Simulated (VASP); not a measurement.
## ScCuC4N4: single point with PBE

The system is ScCuC4N4.

```
Sc Cu C N
1.0
     6.00387    0.00000    0.00000
     0.00000    6.00387    0.00000
     0.00000    0.00000    6.00387
Sc Cu C N
1 1 4 4
Direct
  0.00000 0.00000 0.00000
  0.50000 0.50000 0.50000
  0.19444 0.19444 0.19444
  0.19444 0.80556 0.80556
  0.80556 0.19444 0.80556
  0.80556 0.80556 0.19444
  0.30695 0.30695 0.30695
  0.30695 0.69305 0.69305
  0.69305 0.30695 0.69305
  0.69305 0.69305 0.30695
```

| Property | Result |
| --- | --- |
| Program | VASP 6.6.1 |
| Task | single point |
| Functional | PBE |
| Potentials or basis | VASP PAW PBE potentials, release 64 (Sc_sv, Cu, C, N) |
| Cutoff | 520 eV |
| k mesh | 4 × 4 × 4 |
| Occupations | gaussian, width 0.1 eV |
| Spin | collinear spin |
| Starting moments | [0.0, 1.0, 0.0, 0.0, 0.0, 0.0, 0.0, 0.0, 0.0, 0.0] μB |
| Dipole correction | no |
| Further INCAR settings | ALGO = Normal; EDIFF = 1e-07; NBANDS = 44 |

- Pressure: 5.5 GPa
- Largest force: 2.795 eV/Å
- Band gap on the k mesh: 1.98 eV
- Net moment: 0.00 μB per cell
- Valence electrons inside the program's atomic spheres: Sc 9.93; Cu 9.89; C 2.67; N 3.84

Forces in eV/Å, atoms in the order of the input:
```
Sc   0.000  0.000  0.000
Cu   0.000  0.000  0.000
C    1.614  1.614  1.614
C    1.614 -1.614 -1.614
C   -1.614  1.614 -1.614
C   -1.614 -1.614  1.614
N    0.506  0.506  0.506
N    0.506 -0.506 -0.506
N   -0.506  0.506 -0.506
N   -0.506 -0.506  0.506
```

Levels at points of the mesh, in eV from the valence-band top:
Spin up:
| k point | band 27 | band 28 | band 29 | band 30 | band 31 | band 32 |
| --- | --- | --- | --- | --- | --- | --- |
| (0.00, 0.00, 0.00) | -0.04 | -0.04 | -0.04 | 2.05 | 2.05 | 2.46 |
| (0.50, 0.00, 0.00) | -0.09 | -0.03 | -0.03 | 1.98 | 2.04 | 2.66 |
| (0.50, 0.50, 0.00) | -0.10 | 0.00 | 0.00 | 1.98 | 2.04 | 2.82 |
| (0.50, 0.50, 0.50) | -0.01 | -0.01 | -0.01 | 2.06 | 2.06 | 2.72 |
Spin down:
```csv
k point,band 26,band 27,band 28,band 29,band 30,band 31,band 32,band 33
"(0.00, 0.00, 0.00)",-0.71,-0.04,-0.04,-0.04,2.05,2.05,2.46,2.46
"(0.50, 0.00, 0.00)",-0.57,-0.09,-0.03,-0.03,1.98,2.04,2.66,2.80
"(0.50, 0.50, 0.00)",-0.57,-0.10,0.00,0.00,1.98,2.04,2.82,2.82
"(0.50, 0.50, 0.50)",-0.68,-0.01,-0.01,-0.01,2.06,2.06,2.72,2.72
```

Wall time 5.5 min on 1 thread of Intel(R) Xeon(R) 6975P-C (Granite Rapids) (shared host), peak memory 0.5 GiB.

Caveat: the cell stands under pressure; forces of over 1 eV/Å act on the atoms, so gaps and moduli don't describe the material at rest. A k mesh can miss the band edges.
